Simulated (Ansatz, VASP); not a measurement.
## Two plane-wave programs on Mo

```
Mo
1.0
    -1.57541    1.57541    1.57541
     1.57541   -1.57541    1.57541
     1.57541    1.57541   -1.57541
Mo
1
Direct
  0.00000 0.00000 0.00000
```

Alike in both runs: task single point; functional r2SCAN; k mesh 20 × 20 × 20; occupations gaussian, width 0.05 eV; no spin polarisation.

```csv
,VASP,Ansatz
version,VASP 6.6.1,Ansatz 0.2.0
potentials or method,"VASP PAW PBE potentials, release 64 (Mo_sv), cutoff 520 eV","scalar-relativistic, plane waves, PAW"
valence electrons in the cell,14,14
```

```tsv
	VASP	Ansatz	Ansatz less VASP
gap on the k mesh at the Fermi level (eV)	none	none	-
pressure (GPa)	1.2	0.0	-1.15
```

VASP's potentials were made for PBE, not for r2SCAN. A gap of «none» marks a metal or a gap that the smearing closes.
